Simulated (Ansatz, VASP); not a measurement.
## Two plane-wave programs on HfO2

The input POSCAR:

```
HfO2
1.0
    3.4336249585      0.0000000000      0.0000000000
    0.0000000000      3.4336249585      0.0000000000
    0.0000000000      0.0000000000      4.9941354306
Hf O
2 4
Direct
    0.5000000000      0.5000000000      0.5000000000
    0.0000000000      0.0000000000      0.0000000000
    0.0000000000      0.5000000000      0.7197620232
    0.5000000000      0.0000000000      0.7802379768
    0.5000000000      0.0000000000      0.2802379768
    0.0000000000      0.5000000000      0.2197620232
```

Contents of INCAR.step1:

```
PREC     = Accurate       # precision mode
ENCUT    = 520            # plane-wave cutoff, eV
ISMEAR   = 0              # smearing method
SIGMA    = 0.01           # smearing width, eV
LREAL    = False          # projectors in reciprocal space
LASPH    = True           # aspherical terms in the spheres
NELM     = 80             # most SCF steps
NBANDS   = 31             # bands
GGA      = PE             # functional
ALGO     = Normal         # electronic algorithm
EDIFF    = 1E-4           # SCF threshold, eV
LWAVE    = True           # write WAVECAR
LCHARG   = False          # write CHGCAR
```

The input INCAR.step2:

```
PREC     = Accurate       # precision mode
ENCUT    = 520            # plane-wave cutoff, eV
EDIFF    = 1E-7           # SCF threshold, eV
ISMEAR   = 0              # smearing method
SIGMA    = 0.01           # smearing width, eV
LREAL    = False          # projectors in reciprocal space
LASPH    = True           # aspherical terms in the spheres
NELM     = 80             # most SCF steps
ALGO     = Normal         # electronic algorithm
ISIF     = 2              # what is computed and relaxed
LWAVE    = False          # write WAVECAR
LCHARG   = False          # write CHGCAR
METAGGA  = R2SCAN         # meta-GGA
LMIXTAU  = True         
NBANDS   = 31             # bands
ISTART   = 1
```

KPOINTS

```
Automatic mesh
0
Gamma
  8 8 6
```

Input for Ansatz:

```yaml
crystal:
  lattice:
    - [3.4336249585, 0.0, 0.0]
    - [0.0, 3.4336249585, 0.0]
    - [0.0, 0.0, 4.9941354306]
  atoms:
    - { symbol: Hf, position: [0.5, 0.5, 0.5] }
    - { symbol: Hf, position: [0.0, 0.0, 0.0] }
    - { symbol: O, position: [0.0, 0.5, 0.7197620232] }
    - { symbol: O, position: [0.5, 0.0, 0.7802379768] }
    - { symbol: O, position: [0.5, 0.0, 0.2802379768] }
    - { symbol: O, position: [0.0, 0.5, 0.2197620232] }
kpoints:
  mp_grid: { grid: [8, 8, 6] }
  band_path:
    path:
      - [0.0, 0.0, 0.0]
      - [0.0, 0.5, 0.0]
      - [0.5, 0.5, 0.0]
      - [0.0, 0.0, 0.5]
      - [0.0, 0.5, 0.5]
      - [0.5, 0.5, 0.5]
    npoints: 1
hamiltonian:
  xc: r2scan
scf:
  occupations: { method: fixed }
  n_extra_bands: 5
output:
  forces: true
  stress: true
  eigenvalues: true
```

Change from the starting cell: hydrostatic strain -4.0%.

Alike in both runs: task single point; functional r2SCAN; k mesh 8 × 8 × 6; no spin polarisation.

|  | VASP | Ansatz |
| --- | --- | --- |
| version | VASP 6.6.1 | Ansatz 0.2.0 |
| potentials or method | VASP PAW PBE potentials, release 64 (Hf_pv, O) | plane waves, PAW |
| plane-wave cutoff (eV) | 520 | 500 |
| occupations | gaussian, width 0.01 eV | fixed |
| valence electrons in the cell | 44 | 76 |

```tsv
	VASP	Ansatz	Ansatz less VASP
gap on the k mesh at the Fermi level (eV)	5.07	5.03	-0.045
pressure (GPa)	29.5	34.2	+4.71
traceless stress, the component that is largest in VASP (GPa)	-7.01	-6.89	+0.114
rms of the force components (eV/Å)	0.015	0.001	-0.0142
```

VASP's potentials were made for PBE, not for r2SCAN. Atom by atom the forces differ by 0.014 eV/Å (rms over components). The pressures are high and differ by over a tenth, so treat them with care. VASP's potentials hold 44 valence electrons a cell and Ansatz's 76, so a difference there can come from the potentials and not from the codes.

Spin-orbit coupling is off throughout.
